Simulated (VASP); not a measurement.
Wanted: the native input for a VASP 6.6.1 run.

- Task: relaxation of cell and atoms
- Functional: PBE
- Potentials or basis: VASP PAW PBE potentials, release 64 (Pb_d, S)
- Cutoff: 600 eV
- k mesh: 8 × 8 × 5
- Occupations: fermi-dirac, width 0.1 eV
- Spin: no spin polarisation
- Target pressure: 0.011 GPa
- Dipole correction: no
- Further INCAR settings: ALGO = Normal; EDIFF = 1e-06; IBRION = 2; EDIFFG = -0.005; NSW = 60; ISIF = 3

The structure of PbS (wurtzite type) lies in POSCAR:

```
PbS
1.0
    4.5175527533      0.0000000000      0.0000000000
   -2.2587763767      3.9123154473      0.0000000000
    0.0000000000      0.0000000000      7.3636109879
Pb S
2 2
Direct
    0.3333333333      0.6666666667      0.0000000000
    0.6666666667      0.3333333333      0.5000000000
    0.3333333333      0.6666666667      0.3760000000
    0.6666666667      0.3333333333      0.8760000000
```

One way to write it, as run:

INCAR

```
SYSTEM = PbS
ALGO = Normal ; EDIFF = 1E-6
EDIFFG = -0.005 ; ENCUT = 600
GGA = PE ; IBRION = 2
ISIF = 3 ; ISMEAR = -1
LASPH = .TRUE. ; LCHARG = .FALSE.
LREAL = .FALSE. ; LWAVE = .FALSE.
NELM = 80 ; NSW = 60
PREC = Accurate ; PSTRESS = 0.10999999999999999
SIGMA = 0.1
```

KPOINTS

```
k-points
0
G
  8 8 5
  0 0 0
```

Potentials or basis: VASP PAW PBE potentials, release 64 (Pb_d, S).

The run is started by

```console
$ cat potpaw_PBE.64/Pb_d/POTCAR potpaw_PBE.64/S/POTCAR > POTCAR
$ mpirun -np 1 vasp_std > vasp.out
```

Results of the run:

The relaxed volume is 32.96 Å³/atom and the relaxed cell is a = 5.030 Å, b = 5.030 Å, c = 6.016 Å, α = 90.00°, β = 90.00°, γ = 120.00°. The space group after relaxing (to 0.1 Å) is P6_3/mmc (No. 194) and the energy change on relaxing (the run minimises the enthalpy) is -117.9 meV/atom. The ionic steps are 28, the pressure after relaxing is 0.0 GPa and the largest force after relaxing is 0.003 eV/Å. The band gap on the k mesh is 1.83 eV (least direct gap 1.94 eV).

Caveat: the cell is relaxed towards a set pressure, so the run minimises the enthalpy, not the energy; a cell axis changed by over 15 % at a fixed basis, so the end point is rough; spin-orbit coupling is left out, which moves the levels of the heavy elements.

Wall time 18 min on 1 thread of AMD EPYC 9R45 (Zen 5), on a shared host, peak memory 0.31 GiB.
